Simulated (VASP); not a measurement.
Write the native input for VASP 6.6.1 that does the following.

| Quantity | Value |
| --- | --- |
| Task | single point |
| Functional | PBE |
| Potentials or basis | VASP PAW PBE potentials, release 64 (Na_pv, Cl) |
| Cutoff | 520 eV |
| k mesh | 7 × 7 × 7 |
| Occupations | fermi-dirac, width 0.03 eV |
| Spin | no spin polarisation |
| Dipole correction | no |
| Further INCAR settings | ALGO = Normal; EDIFF = 1e-06; NBANDS = 14 |

The structure of NaCl lies in POSCAR:

```
NaCl
1.0
    0.0424762500      2.8529881250      2.8529881250
    2.8529881250      0.0424762500      2.8529881250
    2.8529881250      2.8529881250      0.0424762500
Na Cl
1 1
Direct
    0.0000000000      0.0000000000      0.0000000000
    0.5000000000      0.5000000000      0.5000000000
```

This cell differs from its parent crystal: equal xy, yz and zx shear strains of +1.5 %.

One way to write it, as run:

INCAR

```
PREC     = Accurate       # precision mode
ENCUT    = 520            # plane-wave cutoff, eV
EDIFF    = 1E-6           # SCF threshold, eV
ISMEAR   = -1             # smearing method
SIGMA    = 0.03           # smearing width, eV
LREAL    = F              # projectors in reciprocal space
LASPH    = T              # aspherical terms in the spheres
NELM     = 100            # most SCF steps
ALGO     = Normal         # electronic algorithm
ISIF     = 2              # what is computed and relaxed
LWAVE    = F              # write WAVECAR
LCHARG   = F              # write CHGCAR
GGA      = PE             # functional
NBANDS   = 14             # bands
```

KPOINTS

```
Automatic mesh
0
Gamma
  7 7 7
```

Potentials or basis: VASP PAW PBE potentials, release 64 (Na_pv, Cl).

Run with:

```console
$ cat potpaw_PBE.64/Na_pv/POTCAR potpaw_PBE.64/Cl/POTCAR > POTCAR
$ mpirun -np 1 vasp_std > vasp.out
```

It gave:

| Quantity | Value |
| --- | --- |
| Pressure | 0.4 GPa |
| Band gap on the k mesh | 5.03 eV, direct |

Caveat: the cell differs from its parent crystal (equal xy, yz and zx shear strains of +1.5 %).

Wall time 19 s on 1 thread of AMD EPYC 7R43 64-Core Processor (Zen 3), on a shared host, peak memory 0.14 GiB.
